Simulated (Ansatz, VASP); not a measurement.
**Ta3P2: VASP beside Ansatz**

```
Ta P
1.0
     0.00000    4.16479    6.31955
     3.89221    0.00000    6.31955
     3.89221    4.16479    0.00000
Ta P
6 4
Cartesian
  1.6098 4.1648 5.3906
  1.6098 4.1648 7.2485
  6.1746 4.1648 7.2485
  6.1746 4.1648 5.3906
  3.8922 4.1648 10.7672
  3.8922 4.1648 1.8718
  3.8922 5.9806 6.3195
  3.8922 2.3489 6.3195
  1.9461 2.0824 3.1598
  5.8383 6.2472 9.4793
```

Alike in both runs: task relaxation of cell and atoms; functional PBE; k mesh 4 × 4 × 4; occupations gaussian, width 0.1 eV; no spin polarisation.

```csv
,VASP,Ansatz
version,VASP 6.6.1,Ansatz 0.2.0
potentials or method,"VASP PAW PBE potentials, release 64 (Ta_pv, P), cutoff 600 eV","scalar-relativistic, plane waves, PAW"
valence electrons in the cell,86,98
```

```csv
,VASP,Ansatz,Ansatz less VASP
"gap on the k mesh at the Fermi level, each at its own relaxed structure (eV)",none,none,-
relaxed volume (Å³/atom),15.90,15.87,-0.034
relaxed cell length with the largest relative difference (Å),5.147,5.132,-0.0153
```

A gap of «none» marks a metal or a gap that the smearing closes. VASP's potentials hold 86 valence electrons a cell and Ansatz's 98, so a difference there can come from the potentials and not from the codes.

Spin-orbit coupling is off throughout. Noted on VASP's run: the volume moved by over 15 % at a fixed basis, so the end points are rough.
